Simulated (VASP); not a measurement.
Write the native input for VASP 6.6.1 that does the following.

```yaml
Task: single point
Functional: PBE
Potentials_or_basis: VASP PAW PBE potentials, release 64 (Ga_d, Te, O)
Cutoff: 520 eV
k_mesh: 6 × 6 × 2
Occupations: gaussian, width 0.1 eV
Spin: no spin polarisation
Dipole_correction: no
Further_INCAR_settings: ALGO = Normal; EDIFF = 1e-07; NBANDS = 34
```

The structure of Ga2Te3O lies in POSCAR:

```
Ga2Te3O
1.0
    3.9030580907      0.0000000000      0.0000000000
   -1.9515290453      3.3801474590      0.0000000000
    0.0000000000      0.0000000000     10.1558267635
Ga Te O
2 3 1
Direct
    0.6666666667      0.3333333333      0.1000643571
    0.3333333333      0.6666666667      0.8999356429
    0.0000000000      0.0000000000      0.5000000000
    0.6666666667      0.3333333333      0.7123311734
    0.3333333333      0.6666666667      0.2876688266
    0.0000000000      0.0000000000      0.0000000000
```

One way to write it, as run:

INCAR

```
SYSTEM = Ga2Te3O
ALGO = Normal
EDIFF = 1E-7
ENCUT = 520
GGA = PE
ISIF = 2
ISMEAR = 0
LASPH = .TRUE.
LCHARG = .TRUE.
LELF = .TRUE.
LREAL = .FALSE.
LVHAR = .TRUE.
LWAVE = .FALSE.
NBANDS = 34
NELM = 100
PREC = Accurate
SIGMA = 0.1
```

KPOINTS

```
k-points
0
G
  6 6 2
  0 0 0
```

Potentials or basis: VASP PAW PBE potentials, release 64 (Ga_d, Te, O).

The run is started by

```bash
$ cat potpaw_PBE.64/Ga_d/POTCAR potpaw_PBE.64/Te/POTCAR potpaw_PBE.64/O/POTCAR > POTCAR
$ mpirun -np 1 vasp_std > vasp.out
```

Results of the run:

The pressure is 0.1 GPa, the largest force is 0.013 eV/Å and the band gap on the k mesh is zero (band 25 reaches 7.30 eV, above the bottom of band 26 at 6.52 eV).

Caveat: spin-orbit coupling is left out, which moves the levels of the heavy elements.

Run time: 94 s on 1 thread of Intel(R) Xeon(R) Platinum 8488C (Sapphire Rapids) (shared host), peak memory 0.28 GiB.
